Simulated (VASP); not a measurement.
# Ge (P6_3/mmc) in VASP: a series of runs

Ge is run at these levels: PBEsol; tasks: single point.

Program: VASP 6.6.1. These are calculated values, not measurements. Logs are shortened: lines on timing, memory, paths and dates and some standing lists are left out, and cuts for length are marked.

### 1 The cell of the first run

Symmetry: P6_3/mmc, No. 194, hexagonal system. Conventional cell: a = 2.927 Å, b = 2.927 Å, c = 4.958 Å, α = 90.00°, β = 90.00°, γ = 120.00°. Ge (site symmetry -6m2) has 12 Ge at 2.93 to 3.00 Å within 3.9 Å.

This isn't the form of Ge at room conditions, which is diamond.

### 2 Single point, PBEsol

The input, INCAR:

```
PREC = Accurate ; ENCUT = 520
EDIFF = 1E-7 ; ISMEAR = -1
SIGMA = 0.08 ; LREAL = F
LASPH = T ; NELM = 80
ALGO = Normal ; ISIF = 2
LWAVE = F ; LCHARG = F
GGA = PS ; NBANDS = 21
```

The input, KPOINTS:

```
regular mesh
0
Gamma
  15 15 8
```

The input, POSCAR:

```
Ge
1.0
    2.9274867215      0.0000000000      0.0000000000
   -1.4637433608      2.5352778701      0.0000000000
    0.0000000000      0.0000000000      4.9577233542
Ge
2
Direct
    0.3333333333      0.6666666667      0.2500000000
    0.6666666667      0.3333333333      0.7500000000
```

Potentials or basis: VASP PAW PBE potentials, release 64 (Ge_d).

On the command line:

```
> cat potpaw_PBE.64/Ge_d/POTCAR > POTCAR
> mpirun -np 1 vasp_std > vasp.out
```

OUTCAR:

```text
PREC = Accurate
   ENCUT = 520
   EDIFF = 1E-7
   ISMEAR = -1
   LREAL = F
   LASPH = T
   NELM = 80
   ISIF = 2
   GGA = PS

 ion  position               nearest neighbor table
   1  0.333  0.667  0.250-
   2  0.667  0.333  0.750-

  LATTYP: Found a hexagonal cell.
 ALAT       =     2.9274867215
 C/A-ratio  =     1.6935084002

  Lattice vectors:

 A1 = (   2.9274867215,   0.0000000000,   0.0000000000)
 A2 = (  -1.4637433608,   2.5352778701,   0.0000000000)
 A3 = (   0.0000000000,   0.0000000000,   4.9577233542)

Analysis of symmetry for initial positions (statically):
=====================================================================
 Subroutine PRICEL returns:
 Original cell was already a primitive cell.

 Routine SETGRP: Setting up the symmetry group for a
 hexagonal supercell.

 Subroutine GETGRP returns: Found 24 space group operations
 (whereof 12 operations were pure point group operations)
 out of a pool of 24 trial point group operations.

The static configuration has the point symmetry D_3d.
 The point group associated with its full space group is D_6h.

Analysis of symmetry for dynamics (positions and initial velocities):
=====================================================================
 Subroutine PRICEL returns:
 Original cell was already a primitive cell.

 Routine SETGRP: Setting up the symmetry group for a
 hexagonal supercell.

 Subroutine GETGRP returns: Found 24 space group operations
 (whereof 12 operations were pure point group operations)
 out of a pool of 24 trial point group operations.

The dynamic configuration has the point symmetry D_3d.
 The point group associated with its full space group is D_6h.

 Subroutine INISYM returns: Found 24 space group operations
 (whereof 12 operations are pure point group operations),
 and found     1 'primitive' translations

----------------------------------------------------------------------------------------

                                     Primitive cell

  volume of cell :      36.7962

  direct lattice vectors                    reciprocal lattice vectors
     2.927486722  0.000000000  0.000000000     0.341589935  0.197217041  0.000000000
    -1.463743361  2.535277870  0.000000000     0.000000000  0.394434082  0.000000000
[... 78 lines left out ...]
   ICHARG =      2    charge: 1-file 2-atom 10-const
   ISPIN  =      1    spin polarized calculation?
   LNONCOLLINEAR =      F non collinear calculations
   LSORBIT =      F    spin-orbit coupling
   LASPH  =      T    aspherical Exc in radial PAW
   ENCUT  =  520.0 eV  38.22 Ry    6.18 a.u.   5.44  5.44  9.22*2*pi/ulx,y,z
   NELM   =     80;   NELMIN=  2; NELMDL= -5     # of ELM steps
   EDIFF  = 0.1E-06   stopping-criterion for ELM
   LREAL  =      F    real-space projection
   EDIFFG = 0.1E-05   stopping-criterion for IOM
   NSW    =      0    number of steps for IOM
   IBRION =     -1    ionic relax: 0-MD 1-quasi-New 2-CG
   NFREE  =      0    steps in history (QN), initial steepest desc. (CG)
   ISIF   =      2    stress and relaxation
   ISYM   =      2    0-nonsym 1-usesym 2-fastsym
   POTIM  = 0.5000    time-step for ionic-motion
   TEBEG  =    0.0;   TEEND  =   0.0 temperature during run
   PSTRESS=    0.0 pullay stress
   NELECT =      28.0000    total number of electrons
   NUPDOWN=      -1.0000    fix difference up-down
   EMIN   =  10.00;   EMAX   =-10.00  energy-range for DOS
   EFERMI =   0.00;   METHOD = LEGACY
   ISMEAR =    -1;   SIGMA  =   0.08  broadening in eV -4-tet -1-fermi 0-gaus
   EFERMI_NEDOS =   21; number of points for ismear=-14 and -15
   IALGO  =     38    algorithm
   IMIX   =      4    mixing-type and parameters
     AMIX     =   0.40;   BMIX     =  1.00
     AMIX_MAG =   1.60;   BMIX_MAG =  1.00
  volume/ion in A,a.u.               =      18.40       124.16
  Fermi-wavevector in a.u.,A,eV,Ry     =   1.494606  2.824395 30.393315  2.233846
  Thomas-Fermi vector in A             =   2.606857
   LORBIT       =      0    0 simple, 1 ext, 2 COOP (PROOUT), +10 PAW based schemes
   GGA     = PS    functional components
   LHFCALC =     F    Hartree Fock is set to
   AEXX    =    0.0000 exact exchange contribution
   IVDW    =     0    specifies the selected vdW correction
   LEPSILON=     F    determine dielectric tensor
   LRPA    =     F    only Hartree local field effects (RPA)
 non-spin polarized calculation
  energy-cutoff  :      520.00
  volume of cell :       36.80
 maximum number of plane-waves:      1026
 NGX is ok and might be reduce to    24
   NGX = 11   NGY = 11   NGZ = 19

 number of electron      27.9999977 magnetization

 Free energy of the ion-electron system (eV)
  ---------------------------------------------------
  ext. energy  EPLUGINS =         0.00000000
  ---------------------------------------------------
  free energy    TOTEN  =        -9.34061410 eV

  energy without entropy =       -9.32214981  energy(sigma->0) =       -9.33138196

 E-fermi :   6.8895     XC(G=0): -11.5641

 val. band max:        6.8866254915   @ k =   0.3333   0.3333   0.1250
 cond. band min:       6.8902181441   @ k =   0.3333   0.2000   0.5000
 fundamental gap:      0.0035926525
 Fermi energy:         6.8894960951

 k-point     1 :       0.0000    0.0000    0.0000
  band No.  band energies     occupation
      1     -17.7375      2.00000
      2     -17.7350      2.00000
      3     -17.7266      2.00000
      4     -17.7266      2.00000
      5     -17.7197      2.00000
      6     -17.7197      2.00000
[... 565 lines left out ...]
     20      19.7532      0.00000
     21      23.1964      0.00000

 [... further k-points ...]

------------------------ aborting loop because EDIFF is reached ----------------------------------------

  FORCE on cell =-STRESS in cart. coord.  units (eV):
  Direction    XX          YY          ZZ          XY          YZ          ZX
  --------------------------------------------------------------------------------------
  -------------------------------------------------------------------------------------
  Total        0.0061991      0.0061991      0.0029377     -0.0000000      0.0000000      0.0000000
  in kB        0.2699226      0.2699226      0.1279121     -0.0000000      0.0000000      0.0000000
  external PRESSURE =       0.2225858 kB  Pullay stress =       0.0000000 kB

 VOLUME and BASIS-vectors are now :
 -----------------------------------------------------------------------------
  energy-cutoff  :      520.00
  volume of cell :       36.80
      direct lattice vectors                 reciprocal lattice vectors
     2.927486722  0.000000000  0.000000000     0.341589935  0.197217041  0.000000000
    -1.463743361  2.535277870  0.000000000     0.000000000  0.394434082  0.000000000
     0.000000000  0.000000000  4.957723354     0.000000000  0.000000000  0.201705486

 POSITION                                       TOTAL-FORCE (eV/Angst)
 -----------------------------------------------------------------------------------
     -0.00000      1.69019      1.23943         0.000000     -0.000000      0.000000
      1.46374      0.84509      3.71829        -0.000000      0.000000      0.000000
 -----------------------------------------------------------------------------------
    total drift:                               -0.000000      0.000000      0.000000

  FREE ENERGIE OF THE ION-ELECTRON SYSTEM (eV)
  ---------------------------------------------------
  free  energy   TOTEN  =        -9.3406141013 eV

  energy  without entropy=       -9.3221498098  energy(sigma->0) =       -9.33138196
```

stdout:

```text
POSCAR found type information on POSCAR Ge
 POSCAR found :  1 types and       2 ions
 scaLAPACK will be used
 -----------------------------------------------------------------------------
|                                                                             |
|                                                                             |
|     You enforced a specific xc type in the INCAR file but a different       |
|     I HOPE YOU KNOW WHAT YOU ARE DOING!                                     |
|                                                                             |
 -----------------------------------------------------------------------------

 LDA part: xc-table for (Slater+PW92), standard interpolation
 POSCAR, INCAR and KPOINTS ok, starting setup
 FFT: planning ... GRIDC
 FFT: planning ... GRID_SOFT
 FFT: planning ... GRID
 WAVECAR not read
 entering main loop
```

Run time: 87 s. Hardware: 1 thread of Intel Xeon 8259CL, shared host; peak memory 0.22 GiB.

Results:

```
Free energy            : -9.3406 eV
Pressure               : 0.0 GPa
Band gap on the k mesh : zero (bands 14 and 15 overlap by 10.59 eV)
```

Caveat: the PAW data sets were made with another functional, which shifts forces and pressure a little.

### 3 Single point, PBEsol

The input, INCAR:

```
PREC = Accurate
ENCUT = 520
EDIFF = 1E-6
ISMEAR = -1
SIGMA = 0.08
LREAL = False
LASPH = True
NELM = 80
ALGO = Normal
ISIF = 2
LWAVE = False
LCHARG = False
GGA = PS
NBANDS = 21
```

KPOINTS is that of step 2.

The input, POSCAR:

```
Ge
1.0
    2.9282773434      0.0000000000      0.0000000000
   -1.4641386717      2.5359625687      0.0000000000
    0.0000000000      0.0000000000      4.9592706845
Ge
2
Direct
    0.3333333333      0.6666666667      0.2500000000
    0.6666666667      0.3333333333      0.7500000000
```

Potentials or basis: VASP PAW PBE potentials, release 64 (Ge_d).

On the command line:

```
> cat potpaw_PBE.64/Ge_d/POTCAR > POTCAR
> mpirun -np 1 vasp_std > vasp.out
```

OUTCAR:

```text
PREC = Accurate
   ENCUT = 520
   EDIFF = 1E-6
   ISMEAR = -1
   LREAL = False
   LASPH = True
   NELM = 80
   ISIF = 2
   GGA = PS

 ion  position               nearest neighbor table
   1  0.333  0.667  0.250-
   2  0.667  0.333  0.750-

  LATTYP: Found a hexagonal cell.
 ALAT       =     2.9282773434
 C/A-ratio  =     1.6935795701

  Lattice vectors:

 A1 = (   2.9282773434,   0.0000000000,   0.0000000000)
 A2 = (  -1.4641386717,   2.5359625687,   0.0000000000)
 A3 = (   0.0000000000,   0.0000000000,   4.9592706845)

Analysis of symmetry for initial positions (statically):
=====================================================================
 Subroutine PRICEL returns:
 Original cell was already a primitive cell.

 Routine SETGRP: Setting up the symmetry group for a
 hexagonal supercell.

 Subroutine GETGRP returns: Found 24 space group operations
 (whereof 12 operations were pure point group operations)
 out of a pool of 24 trial point group operations.

The static configuration has the point symmetry D_3d.
 The point group associated with its full space group is D_6h.

Analysis of symmetry for dynamics (positions and initial velocities):
=====================================================================
 Subroutine PRICEL returns:
 Original cell was already a primitive cell.

 Routine SETGRP: Setting up the symmetry group for a
 hexagonal supercell.

 Subroutine GETGRP returns: Found 24 space group operations
 (whereof 12 operations were pure point group operations)
 out of a pool of 24 trial point group operations.

The dynamic configuration has the point symmetry D_3d.
[... 107 lines left out ...]
   ISYM   =      2    0-nonsym 1-usesym 2-fastsym
   POTIM  = 0.5000    time-step for ionic-motion
   TEBEG  =    0.0;   TEEND  =   0.0 temperature during run
   PSTRESS=    0.0 pullay stress
   NELECT =      28.0000    total number of electrons
   NUPDOWN=      -1.0000    fix difference up-down
   EMIN   =  10.00;   EMAX   =-10.00  energy-range for DOS
   EFERMI =   0.00;   METHOD = LEGACY
   ISMEAR =    -1;   SIGMA  =   0.08  broadening in eV -4-tet -1-fermi 0-gaus
   EFERMI_NEDOS =   21; number of points for ismear=-14 and -15
   IALGO  =     38    algorithm
   IMIX   =      4    mixing-type and parameters
     AMIX     =   0.40;   BMIX     =  1.00
     AMIX_MAG =   1.60;   BMIX_MAG =  1.00
  volume/ion in A,a.u.               =      18.41       124.26
  Fermi-wavevector in a.u.,A,eV,Ry     =   1.494181  2.823593 30.376054  2.232577
  Thomas-Fermi vector in A             =   2.606487
   LORBIT       =      0    0 simple, 1 ext, 2 COOP (PROOUT), +10 PAW based schemes
   GGA     = PS    functional components
   LHFCALC =     F    Hartree Fock is set to
   AEXX    =    0.0000 exact exchange contribution
   IVDW    =     0    specifies the selected vdW correction
   LEPSILON=     F    determine dielectric tensor
   LRPA    =     F    only Hartree local field effects (RPA)
 non-spin polarized calculation
  energy-cutoff  :      520.00
  volume of cell :       36.83
 maximum number of plane-waves:      1026
 NGX is ok and might be reduce to    24
   NGX = 11   NGY = 11   NGZ = 19

 number of electron      27.9999977 magnetization

 Free energy of the ion-electron system (eV)
  ---------------------------------------------------
  ext. energy  EPLUGINS =         0.00000000
  ---------------------------------------------------
  free energy    TOTEN  =        -9.34062684 eV

  energy without entropy =       -9.32216462  energy(sigma->0) =       -9.33139573

 E-fermi :   6.8803     XC(G=0): -11.5598

 val. band max:        6.8778542806   @ k =   0.3333   0.3333   0.1250
 cond. band min:       6.8815296705   @ k =   0.3333   0.2000   0.5000
 fundamental gap:      0.0036753899
 Fermi energy:         6.8803056765

 k-point     1 :       0.0000    0.0000    0.0000
  band No.  band energies     occupation
      1     -17.7466      2.00000
      2     -17.7440      2.00000
      3     -17.7357      2.00000
      4     -17.7357      2.00000
      5     -17.7288      2.00000
      6     -17.7288      2.00000
[... 565 lines left out ...]
     20      19.7380      0.00000
     21      23.1762      0.00000

 [... further k-points ...]

------------------------ aborting loop because EDIFF is reached ----------------------------------------

  FORCE on cell =-STRESS in cart. coord.  units (eV):
  Direction    XX          YY          ZZ          XY          YZ          ZX
  --------------------------------------------------------------------------------------
  -------------------------------------------------------------------------------------
  Total       -0.0146829     -0.0146829     -0.0173376     -0.0000000      0.0000000      0.0000000
  in kB       -0.6387786     -0.6387786     -0.7542693     -0.0000000      0.0000000      0.0000000
  external PRESSURE =      -0.6772755 kB  Pullay stress =       0.0000000 kB

 VOLUME and BASIS-vectors are now :
 -----------------------------------------------------------------------------
  energy-cutoff  :      520.00
  volume of cell :       36.83
      direct lattice vectors                 reciprocal lattice vectors
     2.928277343  0.000000000  0.000000000     0.341497708  0.197163793  0.000000000
    -1.464138672  2.535962569  0.000000000     0.000000000  0.394327587  0.000000000
     0.000000000  0.000000000  4.959270684     0.000000000  0.000000000  0.201642553

 POSITION                                       TOTAL-FORCE (eV/Angst)
 -----------------------------------------------------------------------------------
     -0.00000      1.69064      1.23982        -0.000000      0.000000      0.000000
      1.46414      0.84532      3.71945         0.000000     -0.000000      0.000000
 -----------------------------------------------------------------------------------
    total drift:                                0.000000     -0.000000      0.000000

  FREE ENERGIE OF THE ION-ELECTRON SYSTEM (eV)
  ---------------------------------------------------
  free  energy   TOTEN  =        -9.3406268369 eV

  energy  without entropy=       -9.3221646246  energy(sigma->0) =       -9.33139573
```

OSZICAR:

```text
N       E                     dE             d eps       ncg     rms          rms(c)
DAV:   1     0.175579201173E+03    0.17558E+03   -0.14241E+04  6560   0.382E+03
DAV:   2     0.143138301846E+02   -0.16127E+03   -0.15598E+03  5700   0.593E+02
DAV:   3    -0.874333551570E+01   -0.23057E+02   -0.22842E+02  6363   0.132E+02
DAV:   4    -0.937398015947E+01   -0.63064E+00   -0.63019E+00  6472   0.250E+01
DAV:   5    -0.938328061875E+01   -0.93005E-02   -0.93003E-02  6452   0.335E+00    0.169E+00
DAV:   6    -0.935248134329E+01    0.30799E-01   -0.32523E-02  7784   0.300E+00    0.890E-01
DAV:   7    -0.934117915749E+01    0.11302E-01   -0.16079E-02  7745   0.172E+00    0.106E-01
DAV:   8    -0.934061719789E+01    0.56196E-03   -0.13698E-03  6775   0.681E-01    0.308E-02
DAV:   9    -0.934062499421E+01   -0.77963E-05   -0.27945E-05  6402   0.610E-02    0.969E-03
DAV:  10    -0.934062701466E+01   -0.20204E-05   -0.11944E-06  5183   0.960E-03    0.406E-04
DAV:  11    -0.934062683690E+01    0.17776E-06   -0.11677E-07  3650   0.478E-03
   1 F= -.93406268E+01 E0= -.93313957E+01  d E =-.184622E-01
```

It took 69 s on 1 thread of Intel Xeon 8259CL, shared host; peak memory 0.22 GiB.

Results:

```yaml
Free_energy: -9.3406 eV
Pressure: -0.1 GPa
Band_gap_on_the_k_mesh: zero (bands 14 and 15 overlap by 10.58 eV)
```

Levels at points of the mesh, in eV from the Fermi level:
```
           k point  band 10  band 11  band 12  band 13  band 14  band 15  band 16  band 17  band 18  band 19
(0.00, 0.00, 0.00)   -24.52   -13.35    -8.34    -5.76     7.51     7.51     8.63     9.31     9.31    12.44
(0.00, 0.00, 0.50)   -24.54   -11.85   -11.85     0.69     0.69     8.47     8.47     8.47     8.47    13.53
```

Caveat: the PAW data sets were made with another functional, which shifts forces and pressure a little.
